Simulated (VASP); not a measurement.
Input of a VASP 6.6.1 run:

INCAR

```
ALGO = Normal ; EDIFF = 1E-6
ENCUT = 520 ; GGA = PS
ISIF = 2 ; ISMEAR = 0
LASPH = True ; LCHARG = False
LREAL = False ; LWAVE = False
NBANDS = 10 ; NELM = 60
PREC = Accurate ; SIGMA = 0.15
```

Contents of KPOINTS:

```
k-points
0
Gamma
  16 16 16
```

Contents of POSCAR:

```
Na
1.0
   -1.9567500000      1.9567500000      2.4815000000
    1.9567500000     -1.9567500000      2.4815000000
    1.9567500000      1.9567500000     -2.4815000000
Na
1
Direct
    0.0000000000      0.0000000000      0.0000000000
```

Potentials or basis: VASP PAW PBE potentials, release 64 (Na_pv).

Run with:

```bash
$ cat potpaw_PBE.64/Na_pv/POTCAR > POTCAR
$ mpirun -np 1 vasp_std > vasp.out
```

Task: Estimate the pressure.

Result: -0.3 GPa.

Stress tensor (GPa, compression positive):
```
-0.37  0.00  0.00
 0.00 -0.37  0.00
 0.00  0.00 -0.29
```

Caveat: the PAW data sets were made with another functional, which shifts forces and pressure a little.
